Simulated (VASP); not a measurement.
Here is a VASP 6.6.1 calculation.

INCAR

```
PREC     = Accurate       # precision mode
ENCUT    = 520            # plane-wave cutoff, eV
EDIFF    = 1E-7           # SCF threshold, eV
ISMEAR   = 0              # smearing method
SIGMA    = 0.05           # smearing width, eV
LREAL    = F              # projectors in reciprocal space
LASPH    = T              # aspherical terms in the spheres
NELM     = 60             # most SCF steps
ALGO     = Normal         # electronic algorithm
ISIF     = 2              # what is computed and relaxed
LWAVE    = F              # write WAVECAR
LCHARG   = F              # write CHGCAR
GGA      = PE             # functional
IVDW     = 12             # dispersion correction
NBANDS   = 30             # bands
```

File KPOINTS:

```
Automatic mesh
0
Gamma
  7 7 2
```

File POSCAR:

```
N
1.0
   -3.8165516810      0.0000000000      0.0000000000
   -1.9082758405     -3.3052307106      0.0000000000
    0.0000000000      0.0000000000     16.8290392674
N
8
Direct
    0.3333333333      0.3333333333      0.8037581943
    0.3333333333      0.3333333333      0.3631792928
    0.3333333333      0.3333333333      0.7382679609
    0.3333333333      0.3333333333      0.2976890594
    0.6666666667      0.6666666667      0.1428898421
    0.6666666667      0.6666666667      0.5834687436
    0.6666666667      0.6666666667      0.0773996087
    0.6666666667      0.6666666667      0.5179785102
```

Potentials or basis: VASP PAW PBE potentials, release 64 (N).

Run with:

```sh
$ cat potpaw_PBE.64/N/POTCAR > POTCAR
$ mpirun -np 1 vasp_std > vasp.out
```

(1) Estimate the band gap on the k mesh.

(2) Estimate the largest force.

(3) What does it give for the dispersion energy per atom?

(4) What does it give for the pressure?

## Answers

(1) 7.24 eV, indirect (least direct gap 7.30 eV).

(2) 1.760 eV/Å.

(3) -0.047 eV.

(4) 1.7 GPa.

Caveat: the standard files for N, O and F lose accuracy on very short bonds; forces of over 1 eV/Å act on the atoms, so gaps and moduli don't describe the material at rest.
